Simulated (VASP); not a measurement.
# CaO in VASP: further runs, part 2 of 2

VASP 6.6.1.

**4. Single point, r2SCAN (strain -0.080 along x and y, -0.040 along z)**

Input file POSCAR:

```
CaO
1.0
    0.0000000000      2.2530800000      2.3510400000
    2.2530800000      0.0000000000      2.3510400000
    2.2530800000      2.2530800000      0.0000000000
Ca O
1 1
Direct
    0.0000000000      0.0000000000      0.0000000000
    0.5000000000      0.5000000000      0.5000000000
```

Input file INCAR.step1:

```
ALGO     = Normal         # electronic algorithm
EDIFF    = 1E-5           # SCF threshold, eV
ENCUT    = 910            # plane-wave cutoff, eV
GGA      = PE             # functional
GGA_COMPAT= False        
ISMEAR   = 0              # smearing method
LASPH    = True           # aspherical terms in the spheres
LCHARG   = False          # write CHGCAR
LREAL    = False          # projectors in reciprocal space
LWAVE    = True           # write WAVECAR
NBANDS   = 15             # bands
NELM     = 120            # most SCF steps
PREC     = Accurate       # precision mode
SIGMA    = 0.05           # smearing width, eV
```

Input file INCAR.step2:

```
ALGO     = Normal         # electronic algorithm
EDIFF    = 1E-6           # SCF threshold, eV
ENCUT    = 910            # plane-wave cutoff, eV
GGA_COMPAT= False        
ISIF     = 2              # what is computed and relaxed
ISMEAR   = 0              # smearing method
ISTART   = 1            
LASPH    = True           # aspherical terms in the spheres
LCHARG   = True           # write CHGCAR
LELF     = True           # ELF
LMIXTAU  = True         
LREAL    = False          # projectors in reciprocal space
LVHAR    = True         
LWAVE    = False          # write WAVECAR
METAGGA  = R2SCAN         # meta-GGA
NBANDS   = 15             # bands
NELM     = 120            # most SCF steps
PREC     = Accurate       # precision mode
SIGMA    = 0.05           # smearing width, eV
```

Input file KPOINTS:

```
k-points
0
Gamma
  8 8 8
```

Potentials or basis: VASP PAW PBE potentials, release 64 (Ca_sv, O_h).

Launch:

```bash
$ cat potpaw_PBE.64/Ca_sv/POTCAR potpaw_PBE.64/O_h/POTCAR > POTCAR
$ cp INCAR.step1 INCAR
$ mpirun -np 1 vasp_std > vasp.out
$ cp INCAR.step2 INCAR
$ mpirun -np 1 vasp_std > vasp.out
```

OUTCAR:

```text
EDIFF = 1E-6
   ENCUT = 910
   ISIF = 2
   ISMEAR = 0
   ISTART = 1
   LASPH = True
   LREAL = False
   METAGGA = R2SCAN
   NELM = 120
   PREC = Accurate

 ion  position               nearest neighbor table
   1  0.000  0.000  0.000-   2 2.25   2 2.25   2 2.25   2 2.25
   2  0.500  0.500  0.500-   1 2.25   1 2.25   1 2.25   1 2.25

  LATTYP: Found a body centered tetragonal cell.
 ALAT       =     3.1863362931
 C/A-ratio  =     1.4757011086

  Lattice vectors:

[... 616 lines left out ...]

 [... further k-points ...]

------------------------ aborting loop because EDIFF is reached ----------------------------------------

  FORCE on cell =-STRESS in cart. coord.  units (eV):
  Direction    XX          YY          ZZ          XY          YZ          ZX
  --------------------------------------------------------------------------------------
  -------------------------------------------------------------------------------------
  Total        4.5374364      4.5374364      2.3368688      0.0000000     -0.0000000      0.0000000
  in kB      304.5635274    304.5635274    156.8561932      0.0000000     -0.0000000      0.0000000
  external PRESSURE =     255.3277493 kB  Pullay stress =       0.0000000 kB

 VOLUME and BASIS-vectors are now :
 -----------------------------------------------------------------------------
  energy-cutoff  :      910.00
  volume of cell :       23.87
      direct lattice vectors                 reciprocal lattice vectors
     0.000000000  2.253080000  2.351040000    -0.221918441  0.221918441  0.212671839
     2.253080000  0.000000000  2.351040000     0.221918441 -0.221918441  0.212671839
     2.253080000  2.253080000  0.000000000     0.221918441  0.221918441 -0.212671839

 POSITION                                       TOTAL-FORCE (eV/Angst)
 -----------------------------------------------------------------------------------
      0.00000      0.00000      0.00000         0.000000     -0.000000      0.000000
      2.25308      2.25308      2.35104        -0.000000      0.000000      0.000000
 -----------------------------------------------------------------------------------
    total drift:                                0.000000     -0.000000     -0.000000

  FREE ENERGIE OF THE ION-ELECTRON SYSTEM (eV)
  ---------------------------------------------------
  free  energy   TOTEN  =       -19.1632373668 eV

  energy  without entropy=      -19.1632373668  energy(sigma->0) =      -19.16323737
```

OSZICAR.step1:

```text
N       E                     dE             d eps       ncg     rms          rms(c)
DAV:   1     0.174866743049E+03    0.17487E+03   -0.11927E+04  1770   0.172E+03
DAV:   2    -0.254416284935E+00   -0.17512E+03   -0.15904E+03  2120   0.368E+02
DAV:   3    -0.138492507803E+02   -0.13595E+02   -0.13241E+02  2121   0.943E+01
DAV:   4    -0.142264756392E+02   -0.37722E+00   -0.37672E+00  2429   0.152E+01
DAV:   5    -0.142324449181E+02   -0.59693E-02   -0.59678E-02  2114   0.193E+00    0.888E+00
DAV:   6    -0.125208900367E+02    0.17116E+01   -0.46051E+00  2573   0.222E+01    0.333E+00
DAV:   7    -0.124703739265E+02    0.50516E-01   -0.35709E-01  2076   0.682E+00    0.177E+00
DAV:   8    -0.124663707967E+02    0.40031E-02   -0.80040E-02  2405   0.326E+00    0.474E-01
DAV:   9    -0.124642040890E+02    0.21667E-02   -0.54866E-03  2013   0.737E-01    0.115E-01
DAV:  10    -0.124647752548E+02   -0.57117E-03   -0.72203E-04  2079   0.275E-01    0.381E-02
DAV:  11    -0.124647452571E+02    0.29998E-04   -0.78213E-05  2530   0.109E-01    0.129E-02
DAV:  12    -0.124647440853E+02    0.11718E-05   -0.96573E-06  1632   0.399E-02
   1 F= -.12464744E+02 E0= -.12464744E+02  d E =-.540020E-13
```

Wall time 1.7 min (1 thread of AMD EPYC 7R13 (Zen 3), shared host); peak memory 0.19 GiB.

What came out:

```yaml
Free_energy: -19.1632 eV
Pressure: 25.5 GPa
Band_gap_on_the_k_mesh: 3.99 eV (least direct gap 4.30 eV)
```

Stress tensor (GPa, compression positive):
```
30.46  0.00  0.00
 0.00 30.46  0.00
 0.00  0.00 15.69
```

Caveat: the cell differs from its parent crystal (strain -0.080 along x and y, -0.040 along z); the cutoff is under 1.25 times the usual one of these potentials, so pressure, stress and relaxed cells hold a basis-set (Pulay) error; the cell stands under pressure; the PAW data sets were made with another functional, which shifts forces and pressure a little. A k mesh can miss the band edges.

**5. Overview**

```tsv
cell	gap on the mesh (eV)	pressure (GPa)
a = 3.325 Å, angles 60.0°, 2 atoms	4.17	9.0
a = 3.186 Å, angles 60.0°, 2 atoms	4.04	34.6
a = 3.256, b = 3.256, c = 3.186 Å, angles 60.7, 60.7, 58.6°, 2 atoms	3.99	25.5
```

Alike in all rows: task single point; level r2SCAN; potentials or basis VASP PAW PBE potentials, release 64 (Ca_sv, O_h); no spin polarisation; k mesh 8 × 8 × 8; cutoff (eV) 910; smearing gaussian 0.05 eV.

Caveats: the cutoff is under 1.25 times the usual one of these potentials, so pressure, stress and relaxed cells hold a basis-set (Pulay) error; the cell stands under pressure; the PAW data sets were made with another functional, which shifts forces and pressure a little.

Absolute energies hang on the potentials; compare differences alone.
